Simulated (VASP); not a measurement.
# Cd: single point with PBE

Cd:

```
Cd
1.0
     0.00000    1.74421    5.51374
     2.46719    0.00000    5.51374
     2.46719    1.74421    0.00000
Cd
2
Direct
  0.25000 0.25000 0.25000
  0.00000 0.00000 0.00000
```

```yaml
Program: VASP 6.6.1
Task: single point
Functional: PBE
Potentials_or_basis: VASP PAW PBE potentials, release 64 (Cd)
Cutoff: 520 eV
k_mesh: 6 × 6 × 6
Occupations: gaussian, width 0.1 eV
Spin: no spin polarisation
```

```yaml
Pressure: 0.2 GPa
Band_gap_on_the_k_mesh: zero (band 12 reaches 3.66 eV, above the bottom of band 13 at 0.08 eV)
```

Stress tensor (GPa, compression positive):
```
0.24 0.00 0.00
0.00 0.05 0.00
0.00 0.00 0.30
```

Levels at points of the mesh, in eV from the Fermi level:
```tsv
k point	band 8	band 9	band 10	band 11	band 12	band 13	band 14	band 15	band 16	band 17
(0.00, 0.00, 0.00)	-8.60	-8.56	-8.35	-8.22	-2.36	-2.23	11.97	12.33	12.35	12.38
(0.50, 0.00, 0.00)	-8.40	-8.33	-8.20	-2.38	-2.30	-0.22	1.01	4.80	7.56	9.76
(0.50, 0.50, 0.00)	-8.59	-8.31	-8.31	-6.76	-6.76	4.69	4.69	10.68	10.68	14.64
(0.50, 0.00, 0.50)	-8.27	-8.10	-8.10	-0.54	-0.54	1.35	1.35	5.60	5.60	9.23
(0.00, 0.50, 0.50)	-8.42	-8.09	-8.09	-1.05	-1.05	3.95	3.95	4.85	4.85	5.99
```

Run time: 63 s on 1 thread of Oxide Virtual Turin-like Processor, with other jobs on the host, peak memory 0.19 GiB.

Caveat: the k points lie up to 0.38 Å⁻¹ apart.
